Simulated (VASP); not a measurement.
Cs2SnI6:

```xyz
9
Lattice="8.2220 0.0000 0.0000 4.1110 7.1204 0.0000 4.1110 2.3735 6.7132" Properties=species:S:1:pos:R:3 pbc="T T T"
Cs    4.1110    2.3735    1.6783
Cs   12.3329    7.1204    5.0349
Sn    0.0000    0.0000    0.0000
I     8.2220    2.3294    1.6472
I     6.1283    5.9557    1.6472
I     8.2220    7.1645    5.0660
I    10.3156    3.5382    5.0660
I     6.1283    3.5382    5.0660
I    10.3156    5.9557    1.6472
```

- Program: VASP 6.6.1
- Task: relaxation of cell and atoms
- Functional: PBE
- Potentials or basis: VASP PAW PBE potentials, release 64 (Cs_sv, Sn_d, I)
- Cutoff: 500 eV
- k mesh: 3 × 3 × 3
- Occupations: gaussian, width 0.01 eV
- Spin: no spin polarisation

At the start: pressure 1.6 GPa; volume 43.67 Å³/atom.

Question: Where does the relaxation end?

Answer: Over 10 steps the energy falls by 18.4 meV/atom and the volume is 48.68 Å³/atom (+11.5 %); space group Fm-3m (No. 225, to 0.05 Å).

Step by step:
```csv
step,energy change (eV),largest force (eV/Å),pressure (GPa),volume (Å³)
1,0.0000,0.2671,1.60,393.02
2,-0.1326,0.1422,0.13,418.31
3,-0.1328,0.1558,0.07,419.54
4,-0.1401,0.1411,0.06,421.60
5,-0.1565,0.0816,0.04,427.83
6,-0.1650,0.0371,0.04,440.48
7,-0.1657,0.0118,0.03,437.72
8,-0.1657,0.0083,0.03,437.35
9,-0.1657,0.0144,-0.04,439.09
10,-0.1658,0.0020,0.00,438.14
```

Final structure:
```xyz
9
Lattice="8.5253 0.0000 0.0000 4.2626 7.3831 0.0000 4.2626 2.4610 6.9609" Properties=species:S:1:pos:R:3 pbc="T T T"
Cs    4.2626    2.4610    1.7402
Cs   12.7879    7.3831    5.2207
Sn    0.0000    0.0000    0.0000
I     8.5253    2.3761    1.6802
I     6.3204    6.1951    1.6802
I     8.5253    7.4681    5.2807
I    10.7302    3.6491    5.2807
I     6.3204    3.6491    5.2807
I    10.7302    6.1951    1.6802
```

Caveat: the volume moved by +11 % from the deposited cell, more than functionals usually miss.
